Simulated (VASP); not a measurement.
Ni:

```
Ni
1.0
     0.00000    1.71246    1.71246
     1.71246    0.00000    1.71246
     1.71246    1.71246    0.00000
Ni
1
Direct
  0.00000 0.00000 0.00000
```

Base run:

| Property | Result |
| --- | --- |
| Program | VASP 6.6.1 |
| Functional | LDA |
| Potentials or basis | VASP PAW LDA potentials, release 64 (Ni) |
| Cutoff | 520 eV |
| k mesh | 16 × 16 × 16 |
| Occupations | fermi-dirac, width 0.2 eV |
| Spin | collinear spin, ferromagnetic start |
| Starting moments | [0.607] μB |

Its results: pressure 0.4 GPa; net moment 0.07 μB per cell; site moments Ni +0.07 μB.

Problem. The run is repeated on the same cell with these changes: occupations from fermi-dirac, width 0.2 eV to gaussian, width 0.1 eV. What comes out?

Solution. Pressure -0.6 GPa; net moment 0.57 μB per cell; site moments Ni +0.57 μB.
